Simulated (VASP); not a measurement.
A run of VASP 6.6.1 is set up as follows.

The input INCAR:

```
ALGO = Normal ; EDIFF = 1E-6
ENCUT = 520 ; GGA = PE
ISIF = 2 ; ISMEAR = 0
LASPH = T ; LCHARG = F
LREAL = F ; LWAVE = F
NBANDS = 45 ; NELM = 80
PREC = Accurate ; SIGMA = 0.05
```

Contents of KPOINTS:

```
k-points
0
Gamma
  6 6 6
```

File POSCAR:

```
LiNbO3
1.0
    2.6920532121      1.5542576467      4.6190249013
   -2.6920532121      1.5542576467      4.6190249013
    0.0000000000     -3.1085152933      4.6190249013
Li Nb O
2 2 6
Direct
    0.2815913687      0.2815913687      0.2815913687
    0.7815913687      0.7815913687      0.7815913687
    0.0004900497      0.0004900497      0.0004900497
    0.5004900497      0.5004900497      0.5004900497
    0.1104619503      0.3580262714      0.7211003599
    0.7211003599      0.1104619503      0.3580262714
    0.3580262714      0.7211003599      0.1104619503
    0.2211003599      0.8580262714      0.6104619503
    0.8580262714      0.6104619503      0.2211003599
    0.6104619503      0.2211003599      0.8580262714
```

Potentials or basis: VASP PAW PBE potentials, release 64 (Li_sv, Nb_sv, O).

Launch:

```sh
$ cat potpaw_PBE.64/Li_sv/POTCAR potpaw_PBE.64/Nb_sv/POTCAR potpaw_PBE.64/O/POTCAR > POTCAR
$ mpirun -np 1 vasp_std > vasp.out
```

Question: Predict the largest force.

Answer: 0.866 eV/Å.

Question: Predict the band gap on the k mesh.

Answer: 3.21 eV (least direct gap 3.28 eV).

Forces in eV/Å, atoms in the order of the input:
```
Li   0.000  0.000 -0.056
Li   0.000  0.000 -0.056
Nb   0.000  0.000  0.584
Nb   0.000  0.000  0.584
O    0.616 -0.583 -0.176
O    0.197  0.825 -0.176
O   -0.813 -0.242 -0.176
O    0.813 -0.242 -0.176
O   -0.616 -0.583 -0.176
O   -0.197  0.825 -0.176
```

 A k mesh can miss the band edges.
